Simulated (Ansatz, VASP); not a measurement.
**Two plane-wave programs on BaTe**

INCAR

```
ALGO = Normal ; EDIFF = 1E-6
ENCUT = 520 ; ISIF = 2
ISMEAR = 0 ; LASPH = T
LCHARG = F ; LREAL = F
LWAVE = F ; NBANDS = 15
NELM = 80 ; PREC = Accurate
SIGMA = 0.05
```

The input KPOINTS:

```
k-points
0
Gamma
  6 6 6
```

The input POSCAR:

```
BaTe
1.0
    4.2624660000      0.0000000000      0.0000000000
    0.0000000000      4.2624660000      0.0000000000
    0.0000000000      0.0000000000      4.2624660000
Ba Te
1 1
Direct
    0.0000000000      0.0000000000      0.0000000000
    0.5000000000      0.5000000000      0.5000000000
```

Input for Ansatz:

```yaml
crystal:
  lattice:
    - [4.262466, 0.0, 0.0]
    - [0.0, 4.262466, 0.0]
    - [0.0, 0.0, 4.262466]
  atoms:
    - { symbol: Ba, position: [0.0, 0.0, 0.0] }
    - { symbol: Te, position: [0.5, 0.5, 0.5] }
basis:
  ecutwfc: 420
kpoints:
  mp_grid: { grid: [6, 6, 6] }
hamiltonian:
  xc: lda
scf:
  occupations: { method: gaussian, width: 0.05 }
output:
  forces: true
  stress: true
  eigenvalues: true
```

Alike in both runs: task single point; functional LDA; k mesh 6 × 6 × 6; occupations gaussian, width 0.05 eV; no spin polarisation.

```csv
,VASP,Ansatz
version,VASP 6.6.1,Ansatz 0.2.0
potentials or method,"VASP PAW LDA potentials, release 64 (Ba_sv, Te), cutoff 520 eV","scalar-relativistic, plane waves, PAW"
valence electrons in the cell,16,26
```

```csv
,VASP,Ansatz,Ansatz less VASP
gap on the k mesh at the Fermi level (eV),0.66,0.77,+0.109
least direct gap on the mesh (eV),0.84,0.94,+0.099
pressure (GPa),-2.8,-3.3,-0.48
```

LDA's correlation is that of Perdew and Zunger in VASP and of Perdew and Wang (1992) in Ansatz. VASP's potentials hold 16 valence electrons a cell and Ansatz's 26, so a difference there can come from the potentials and not from the codes.

Neither program's run includes spin-orbit coupling.
